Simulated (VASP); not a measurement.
Crystal: Si.

```xyz
1
Lattice="-1.6322 1.6888 1.1667 1.7308 -1.6933 1.2937 1.6246 1.6857 -1.1723" Properties=species:S:1:pos:R:3 pbc="T T T"
Si    0.0000    0.0000    0.0000
```

```yaml
Program: VASP 6.6.1
Task: relaxation of cell and atoms
Functional: PBE0
Potentials_or_basis: VASP PAW PBE potentials, release 64 (Si)
Cutoff: 600 eV
k_mesh: 7 × 7 × 6
Occupations: fermi-dirac, width 0.05 eV
Spin: no spin polarisation
```

At the start: pressure 2.7 GPa; volume 13.91 Å³/atom.

**Question.** How do energy, volume and symmetry change on relaxing?

**Answer.** Over 11 steps the energy falls by 62.2 meV/atom and the volume is 14.28 Å³/atom (+2.7 %); space group C2/m (No. 12, to 0.1 Å) before and after.

Step by step:
| step | energy change (eV) | largest force (eV/Å) | pressure (GPa) | volume (Å³) |
| --- | --- | --- | --- | --- |
| 1 | 0.0000 | 0.0000 | 2.73 | 13.91 |
| 2 | -0.0564 | 0.0000 | -0.87 | 14.36 |
| 3 | -0.0564 | 0.0000 | -0.83 | 14.34 |
| 4 | -0.0598 | 0.0000 | 0.65 | 14.20 |
| 5 | -0.0601 | 0.0000 | 0.47 | 14.22 |
| 6 | -0.0602 | 0.0000 | 0.19 | 14.25 |
| 7 | -0.0617 | 0.0000 | 0.71 | 14.21 |
| 8 | -0.0617 | 0.0000 | 0.66 | 14.21 |
| 9 | -0.0621 | 0.0000 | 0.10 | 14.27 |
| 10 | -0.0621 | 0.0000 | 0.16 | 14.26 |
| 11 | -0.0622 | 0.0000 | 0.05 | 14.28 |

Final structure:
```
Si
1.0
    -1.59658    1.68981    1.19051
     1.78302   -1.65532    1.38756
     1.57154    1.63084   -1.14030
Si
1
Direct
  0.00000 0.00000 0.00000
```

Caveat: the k points lie up to 0.45 Å⁻¹ apart in the final cell, too coarse for converged energies and pressures of a metal; the PAW data sets were made with another functional, which shifts forces and pressure a little.
